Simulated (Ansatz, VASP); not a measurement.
# K: VASP beside Ansatz

```
CELL_PARAMETERS angstrom
-2.63534 2.63534 2.63534
2.63534 -2.63534 2.63534
2.63534 2.63534 -2.63534
ATOMIC_POSITIONS crystal
K 0.00000 0.00000 0.00000
```

Change from the starting cell: volume scaled by 1.02.

Alike in both runs: task single point; functional PBEsol; k mesh 10 × 10 × 10; occupations fermi-dirac, width 0.08 eV; no spin polarisation.

```csv
,VASP,Ansatz
version,VASP 6.6.1,Ansatz 0.2.0
potentials or method,"VASP PAW PBE potentials, release 64 (K_sv), cutoff 520 eV","all-electron LAPW, scalar-relativistic"
```

```csv
,VASP,Ansatz,Ansatz less VASP
pressure (GPa),-0.1,-0.1,+0.01
```

VASP's potentials were made for PBE, not for PBEsol. Ansatz ran all-electron here, and VASP with PAW potentials.
